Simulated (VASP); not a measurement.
# RuC18 in VASP: a series of runs, part 3 of 3

VASP 6.6.1. Earlier steps stand in the parts before.

## Step 4: Single point, PBE+D3(BJ)

INCAR reads:

```
SYSTEM = RuC18
ALGO = Normal ; EDIFF = 1E-7
ENCUT = 520 ; GGA = PE
ISIF = 2 ; ISMEAR = -1
IVDW = 12 ; LASPH = .True.
LCHARG = .False. ; LREAL = Auto
LWAVE = .False. ; NBANDS = 58
NELM = 60 ; PREC = Accurate
SIGMA = 0.05
```

KPOINTS reads:

```
k-points
0
Gamma
  2 2 1
  0 0 0
```

POSCAR reads:

```
RuC18
1.0
    7.3980000000      0.0000000000      0.0000000000
   -3.6990000000      6.4068560000      0.0000000000
    0.0000000000      0.0000000000     11.0000000000
C Ru
18 1
Direct
   -0.0041422606     -0.0119103660      0.0951729091
    0.2167828484      0.0998079245      0.0952300000
   -0.0037951906      0.3231965882      0.0912555455
    0.2191492971      0.4346684240      0.0951979091
   -0.0041535775      0.6579353430      0.0951499091
    0.2167794642      0.7671639569      0.0952143636
    0.3259891110     -0.0119095856      0.0951700000
    0.5489374101      0.0995636549      0.0912389091
    0.3283585726      0.3229585619      0.0952440000
    0.5492756770      0.4346673314      0.0952003636
    0.3283602231      0.6555958180      0.0952292727
    0.5492854678      0.7648139743      0.0951732727
    0.6607528971     -0.0122506265      0.0912288182
    0.8843828216      0.0995639671      0.0912427273
    0.6607494257      0.3231947152      0.0912574545
    0.8843749086      0.4349904228      0.0912210000
    0.6609917243      0.6555955058      0.0952331818
    0.8841412617      0.7671641129      0.0952152727
    0.7725529414      1.2113429738      0.2437615455
```

Potentials or basis: VASP PAW PBE potentials, release 64 (C, Ru_pv).

The run is started by

```console
> cat potpaw_PBE.64/C/POTCAR potpaw_PBE.64/Ru_pv/POTCAR > POTCAR
> mpirun -np 1 vasp_std > vasp.out
```

OUTCAR:

```text
SYSTEM = RuC18
   EDIFF = 1E-7
   ENCUT = 520
   GGA = PE
   ISIF = 2
   ISMEAR = -1
   IVDW = 12
   LASPH = .True.
   LREAL = Auto
   NELM = 60
   PREC = Accurate
 IVDW          = 12

 ion  position               nearest neighbor table
   1  0.996  0.988  0.095-   2 1.42  18 1.42  14 1.43
   2  0.217  0.100  0.095-   7 1.42   1 1.42   9 1.43
   3  0.996  0.323  0.091-   4 1.43  16 1.43  14 1.43  19 2.21
   4  0.219  0.435  0.095-   9 1.42  11 1.42   3 1.43
   5  0.996  0.658  0.095-   6 1.42  18 1.42  16 1.43
   6  0.217  0.767  0.095-   7 1.42   5 1.42  11 1.43
   7  0.326  0.988  0.095-   2 1.42   6 1.42   8 1.43
   8  0.549  0.100  0.091-   7 1.43  13 1.43  15 1.43  19 2.21
   9  0.328  0.323  0.095-  10 1.42   4 1.42   2 1.43
  10  0.549  0.435  0.095-   9 1.42  17 1.42  15 1.43
  11  0.328  0.656  0.095-  12 1.42   4 1.42   6 1.43
  12  0.549  0.765  0.095-  17 1.42  11 1.42  13 1.43
  13  0.661  0.988  0.091-  12 1.43   8 1.43  14 1.43  19 2.21
  14  0.884  0.100  0.091-   1 1.43  13 1.43   3 1.43  19 2.21
  15  0.661  0.323  0.091-  10 1.43  16 1.43   8 1.43  19 2.21
  16  0.884  0.435  0.091-   5 1.43   3 1.43  15 1.43  19 2.21
  17  0.661  0.656  0.095-  12 1.42  10 1.42  18 1.43
  18  0.884  0.767  0.095-   1 1.42   5 1.42  17 1.43
  19  0.773  0.211  0.244-  14 2.21  13 2.21   8 2.21  15 2.21   3 2.21  16 2.21

  LATTYP: Found a hexagonal cell.
 ALAT       =     7.3980000000
 C/A-ratio  =     1.4868883482

  Lattice vectors:

 A1 = (   7.3980000000,   0.0000000000,   0.0000000000)
 A2 = (  -3.6990000000,   6.4068560000,   0.0000000000)
 A3 = (   0.0000000000,   0.0000000000,  11.0000000000)

Analysis of symmetry for initial positions (statically):
=====================================================================
 Subroutine PRICEL returns:
 Original cell was already a primitive cell.

 Routine SETGRP: Setting up the symmetry group for a
 hexagonal supercell.

 Subroutine GETGRP returns: Found  2 space group operations
 (whereof  1 operations were pure point group operations)
 out of a pool of 24 trial point group operations.

The static configuration has the point symmetry C_1 .
 The point group associated with its full space group is C_1h.

Analysis of symmetry for dynamics (positions and initial velocities):
=====================================================================
 Subroutine PRICEL returns:
 Original cell was already a primitive cell.

 Routine SETGRP: Setting up the symmetry group for a
 hexagonal supercell.

 Subroutine GETGRP returns: Found  2 space group operations
 (whereof  1 operations were pure point group operations)
 out of a pool of 24 trial point group operations.

The dynamic configuration has the point symmetry C_1 .
 The point group associated with its full space group is C_1h.

 Subroutine INISYM returns: Found  2 space group operations
 (whereof  1 operations are pure point group operations),
 and found     1 'primitive' translations

----------------------------------------------------------------------------------------

                                     Primitive cell

  volume of cell :     521.3771

  direct lattice vectors                    reciprocal lattice vectors
     7.398000000  0.000000000  0.000000000     0.135171668  0.078041398  0.000000000
[... 77 lines left out ...]
  0.000000  0.000000  0.000000      1.000000
  0.500000 -0.000000  0.000000      2.000000
  0.000000  0.500000  0.000000      1.000000
   k-points           NKPTS =      3   k-points in BZ     NKDIM =      3   number of bands    NBANDS=     58
   number of dos      NEDOS =    301   number of ions     NIONS =     19
   total plane-waves  NPLWV = 263424
   dimension x,y,z NGX =    56 NGY =   56 NGZ =   84
   dimension x,y,z NGXF=   112 NGYF=  112 NGZF=  168
   ions per type =              18   1
   NGX,Y,Z   is equivalent  to a cutoff of  12.58, 12.58, 12.70 a.u.
   NGXF,Y,Z  is equivalent  to a cutoff of  25.17, 25.17, 25.39 a.u.
 SYSTEM =  RuC18
   PREC   = accura    normal or accurate (medium, high low for compatibility)
   ISTART =      0    job   : 0-new  1-cont  2-samecut
   ICHARG =      2    charge: 1-file 2-atom 10-const
   ISPIN  =      1    spin polarized calculation?
   LNONCOLLINEAR =      F non collinear calculations
   LSORBIT =      F    spin-orbit coupling
   LASPH  =      T    aspherical Exc in radial PAW
   ENCUT  =  520.0 eV  38.22 Ry    6.18 a.u.  13.76 13.76 20.45*2*pi/ulx,y,z
   NELM   =     60;   NELMIN=  2; NELMDL= -5     # of ELM steps
   EDIFF  = 0.1E-06   stopping-criterion for ELM
   LREAL  =      T    real-space projection
   EDIFFG = 0.1E-05   stopping-criterion for IOM
   NSW    =      0    number of steps for IOM
   IBRION =     -1    ionic relax: 0-MD 1-quasi-New 2-CG
   NFREE  =      0    steps in history (QN), initial steepest desc. (CG)
   ISIF   =      2    stress and relaxation
   ISYM   =      2    0-nonsym 1-usesym 2-fastsym
   POTIM  = 0.5000    time-step for ionic-motion
   TEBEG  =    0.0;   TEEND  =   0.0 temperature during run
   PSTRESS=    0.0 pullay stress
   NELECT =      86.0000    total number of electrons
   NUPDOWN=      -1.0000    fix difference up-down
   EMIN   =  10.00;   EMAX   =-10.00  energy-range for DOS
   EFERMI =   0.00;   METHOD = LEGACY
   ISMEAR =    -1;   SIGMA  =   0.05  broadening in eV -4-tet -1-fermi 0-gaus
   EFERMI_NEDOS =   21; number of points for ismear=-14 and -15
   IALGO  =     38    algorithm
   IMIX   =      4    mixing-type and parameters
     AMIX     =   0.40;   BMIX     =  1.00
     AMIX_MAG =   1.60;   BMIX_MAG =  1.00
  volume/ion in A,a.u.               =      27.44       185.18
  Fermi-wavevector in a.u.,A,eV,Ry     =   0.897822  1.696638 10.967447  0.806085
  Thomas-Fermi vector in A             =   2.020454
   LORBIT       =      0    0 simple, 1 ext, 2 COOP (PROOUT), +10 PAW based schemes
   GGA     = PE    functional components
   LHFCALC =     F    Hartree Fock is set to
   AEXX    =    0.0000 exact exchange contribution
   IVDW    =    12    specifies the selected vdW correction
   LEPSILON=     F    determine dielectric tensor
   LRPA    =     F    only Hartree local field effects (RPA)
 non-spin polarized calculation
  energy-cutoff  :      520.00
  volume of cell :      521.38
 maximum number of plane-waves:     14099
 NGX is ok and might be reduce to    56
   NGX = 27   NGY = 27   NGZ = 41

 number of electron      85.9999992 magnetization

 Free energy of the ion-electron system (eV)
  ---------------------------------------------------
  ext. energy  EPLUGINS =         0.00000000
  ---------------------------------------------------
  free energy    TOTEN  =      -170.02559043 eV

  energy without entropy =     -169.97566794  energy(sigma->0) =     -170.00062918

 E-fermi :  -0.3348     XC(G=0):  -4.4381

 val. band max:       -0.7088945052   @ k =   0.0000   0.5000   0.0000
 cond. band min:      -0.2993906308   @ k =   0.0000   0.5000   0.0000
 fundamental gap:      0.4095038744
 Fermi energy:        -0.3348406682

 k-point     1 :       0.0000    0.0000    0.0000
  band No.  band energies     occupation
      1     -42.6990      2.00000
      2     -42.5353      2.00000
      3     -42.5348      2.00000
      4     -20.5058      2.00000
      5     -18.1662      2.00000
      6     -18.0135      2.00000
[... 163 lines left out ...]
     54       4.1547      0.00000
     55       4.4376      0.00000
 [bands above 55 left out]

------------------------ aborting loop because EDIFF is reached ----------------------------------------

 Edisp (eV)   -1.80783

 E8    (eV) :    -0.5920

  FORCE on cell =-STRESS in cart. coord.  units (eV):
  Direction    XX          YY          ZZ          XY          YZ          ZX
  --------------------------------------------------------------------------------------
  -------------------------------------------------------------------------------------
  Total       6.22877     6.22086    -0.15635     0.00000    -0.00204     0.00000
  in kB      19.14082    19.11653    -0.48045     0.00000    -0.00627     0.00000
  external pressure =       12.59 kB  Pullay stress =        0.00 kB

 VOLUME and BASIS-vectors are now :
 -----------------------------------------------------------------------------
  energy-cutoff  :      520.00
  volume of cell :      521.38
      direct lattice vectors                 reciprocal lattice vectors
     7.398000000  0.000000000  0.000000000     0.135171668  0.078041398  0.000000000
    -3.699000000  6.406856000  0.000000000     0.000000000  0.156082796  0.000000000
     0.000000000  0.000000000 11.000000000     0.000000000  0.000000000  0.090909091

 POSITION                                       TOTAL-FORCE (eV/Angst)
 -----------------------------------------------------------------------------------
      3.71241      6.33055      1.04690         0.000810      0.000302      0.000642
      1.23457      0.63945      1.04753         0.000000     -0.000962      0.001267
      6.17442      2.07067      1.00381         0.005356      0.000629     -0.009318
      0.01343      2.78486      1.04718         0.000804     -0.000845     -0.000195
      4.93357      4.21530      1.04665        -0.000000     -0.004519      0.001786
     -1.23401      4.91511      1.04736         0.001156      0.004806      0.001347
[... 11 lines left out ...]
      3.70314      4.91511      1.04737        -0.001156      0.004806      0.001347
      4.93359      1.35404      2.68138        -0.000000     -0.001551      0.022438
 -----------------------------------------------------------------------------------
    total drift:                                0.068872     -0.003021     -0.004267

  FREE ENERGIE OF THE ION-ELECTRON SYSTEM (eV)
  ---------------------------------------------------
  free  energy   TOTEN  =      -171.8334199224 eV

  energy  without entropy=     -171.7834974327  energy(sigma->0) =     -171.80845868
```

Run time: 3.1 min. Hardware: 1 thread of AMD EPYC 9R45 (Zen 5), shared host; peak memory 0.51 GiB.

What came out:

- Free energy: -171.8334 eV
- Largest force: 0.022 eV/Å
- Band gap on the k mesh: zero (band 43 reaches -0.09 eV, above the bottom of band 44 at -0.30 eV)
- Dispersion energy per atom: -0.095 eV

Forces in eV/Å, atoms in the order of the input:
```
C    0.001  0.000  0.001
C    0.000 -0.001  0.001
C    0.005  0.001 -0.009
C    0.001 -0.001  0.000
C    0.000 -0.005  0.002
C    0.001  0.005  0.001
C   -0.001  0.000  0.001
C   -0.007 -0.006 -0.004
C    0.000  0.000  0.002
C   -0.001 -0.001  0.000
C   -0.001  0.004  0.001
C    0.000 -0.005  0.002
C    0.000 -0.004 -0.006
C    0.007 -0.006 -0.004
C   -0.005  0.001 -0.009
C    0.000  0.011 -0.003
C    0.001  0.004  0.001
C   -0.001  0.005  0.001
Ru   0.000 -0.002  0.022
```

Caveat: the k points lie up to 0.49 Å⁻¹ apart.
